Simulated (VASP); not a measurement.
Crystal: Re.

```
Re
1.0
     2.51411    0.00000    0.00000
     0.00000    2.51411    0.00000
     0.00000    0.00000    2.51411
Re
1
Direct
  0.00000 0.00000 0.00000
```

```yaml
Program: VASP 6.6.1
Task: relaxation of cell and atoms
Functional: revPBE
Potentials_or_basis: VASP PAW PBE potentials, release 64 (Re_sv_GW)
Cutoff: 500 eV
k_mesh: 12 × 12 × 12
Occupations: fermi-dirac, width 0.1 eV
Spin: no spin polarisation
```

At the start: pressure 24.0 GPa; volume 15.89 Å³/atom.

Problem. How do energy, volume and symmetry change on relaxing?

Solution. Over 17 steps the energy falls by 89.9 meV/atom and the volume is 17.17 Å³/atom (+8.1 %); space group Pm-3m (No. 221, to 0.05 Å).

Step by step:
```
step  energy change (eV)  largest force (eV/Å)  pressure (GPa)  volume (Å³)
   1              0.0000                0.0000           24.05        15.89
   2              0.5993                0.0000          -35.80        22.03
   3             -0.0889                0.0000           -2.16        17.32
   4             -0.0899                0.0000           -0.23        17.19
   5             -0.0899                0.0000            0.17        17.17
   6             -0.0899                0.0000            0.17        17.17
   7             -0.0899                0.0000            0.16        17.17
   8             -0.0899                0.0000            0.15        17.17
   9             -0.0899                0.0000            0.15        17.17
  10             -0.0899                0.0000            0.15        17.17
  11             -0.0899                0.0000            0.15        17.17
  12             -0.0899                0.0000            0.15        17.17
  13             -0.0899                0.0000            0.15        17.17
  14             -0.0899                0.0000            0.14        17.17
  15             -0.0899                0.0000            0.13        17.17
  16             -0.0899                0.0000            0.11        17.17
  17             -0.0899                0.0000            0.06        17.17
```

Final structure:
```
Re
1.0
     2.58001    0.00000    0.00000
     0.00000    2.58001    0.00000
     0.00000    0.00000    2.58001
Re
1
Direct
  0.00000 0.00000 0.00000
```

Caveat: the PAW data sets were made with another functional, which shifts forces and pressure a little.
